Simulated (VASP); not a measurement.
Here is a VASP 6.6.1 calculation.

Contents of POSCAR:

```
TiO2
1.0
    4.4129793542      0.0000000000      0.0000000000
    0.0000000000      4.4129793542      0.0000000000
    0.0000000000      0.0000000000      2.8353516159
Ti O
2 4
Direct
    0.0000000000      0.0000000000      0.0000000000
    0.5000000000      0.5000000000      0.5000000000
    0.3011101844      0.3011101844      0.0000000000
    0.1988898156      0.8011101844      0.5000000000
    0.8011101844      0.1988898156      0.5000000000
    0.6988898156      0.6988898156      0.0000000000
```

INCAR.step1

```
PREC = Accurate
ENCUT = 520
ISMEAR = 0
SIGMA = 0.01
LREAL = False
LASPH = True
NELM = 80
NBANDS = 33
GGA = PE
ALGO = Normal
EDIFF = 1E-4
LWAVE = True
LCHARG = False
```

Contents of INCAR.step2:

```
PREC = Accurate
ENCUT = 520
EDIFF = 1E-7
ISMEAR = 0
SIGMA = 0.01
LREAL = False
LASPH = True
NELM = 80
ALGO = Normal
ISIF = 2
LWAVE = False
LCHARG = False
METAGGA = R2SCAN
LMIXTAU = True
NBANDS = 33
ISTART = 1
```

KPOINTS

```
Automatic mesh
0
Gamma
  6 6 8
```

Potentials or basis: VASP PAW PBE potentials, release 64 (Ti_sv, O).

Command:

```console
$ cat potpaw_PBE.64/Ti_sv/POTCAR potpaw_PBE.64/O/POTCAR > POTCAR
$ cp INCAR.step1 INCAR
$ mpirun -np 1 vasp_std > vasp.out
$ cp INCAR.step2 INCAR
$ mpirun -np 1 vasp_std > vasp.out
```

Task: Predict the largest force.

Result: 0.034 eV/Å.

Task: Estimate the pressure.

Result: 40.3 GPa.

Forces in eV/Å, atoms in the order of the input:
```
Ti   0.000  0.000  0.000
Ti   0.000  0.000  0.000
O   -0.024 -0.024  0.000
O    0.024 -0.024  0.000
O   -0.024  0.024  0.000
O    0.024  0.024  0.000
```

Caveat: the cell differs from its parent crystal (strain -4.0%); the PAW data sets were made with another functional, which shifts forces and pressure a little.
